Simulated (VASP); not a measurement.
Write the native input for VASP 6.6.1 that does the following.

```
Task                   : relaxation of shape and atoms at fixed volume
Functional             : PBE
Potentials or basis    : VASP PAW PBE potentials, release 64 (Al, In_d, N)
Cutoff                 : 600 eV
k mesh                 : 6 × 6 × 6
Occupations            : gaussian, width 0.02 eV
Spin                   : no spin polarisation
Dipole correction      : no
Further INCAR settings : ALGO = Normal; EDIFF = 1e-06; IBRION = 2; EDIFFG = -0.01; NSW = 50; ISIF = 4
```

The structure of Al2InN3 lies in POSCAR:

```
Al2InN3
1.0
    4.8187512597     -2.7705947265      0.0000000000
    4.8187512597      2.7705947265      0.0000000000
    0.0000000000      0.0000000000      5.1393511044
Al In N
4 2 6
Direct
    0.1648395713      0.4917459035      0.5003467280
    0.5082540965      0.8351604287      0.5003467280
    0.8351604287      0.5082540965      0.0003467280
    0.4917459035      0.1648395713      0.0003467280
    0.8216127082      0.1783872918      0.4953074337
    0.1783872918      0.8216127082      0.9953074337
    0.8333787799      0.5370772173      0.3643365726
    0.4629227827      0.1666212201      0.3643365726
    0.2014604851      0.7985395149      0.4153259651
    0.7985395149      0.2014604851      0.9153259651
    0.1666212201      0.4629227827      0.8643365726
    0.5370772173      0.8333787799      0.8643365726
```

One way to write it, as run:

INCAR

```
SYSTEM = Al2InN3
ALGO = Normal ; EDIFF = 1E-6
EDIFFG = -0.01 ; ENCUT = 600
GGA = PE ; IBRION = 2
ISIF = 4 ; ISMEAR = 0
LASPH = .True. ; LCHARG = .False.
LREAL = .False. ; LWAVE = .False.
NELM = 60 ; NSW = 50
PREC = Accurate ; SIGMA = 0.02
```

KPOINTS

```
k-points
0
Gamma
  6 6 6
  0 0 0
```

Potentials or basis: VASP PAW PBE potentials, release 64 (Al, In_d, N).

Run with:

```bash
$ cat potpaw_PBE.64/Al/POTCAR potpaw_PBE.64/In_d/POTCAR potpaw_PBE.64/N/POTCAR > POTCAR
$ mpirun -np 1 vasp_std > vasp.out
```

Results of the run:

| Item | Value |
| --- | --- |
| Energy gained by relaxing | 0.1 meV/atom |
| Ionic steps | 6 |
| Pressure after relaxing | 11.6 GPa |
| Largest force after relaxing | 0.006 eV/Å |
| Band gap on the k mesh | 2.50 eV |

Caveat: spin-orbit coupling is left out, which moves the levels of the heavy elements.

Run time: 35 min on 1 thread of Oxide Virtual Turin-like Processor, on a shared host, peak memory 0.48 GiB.
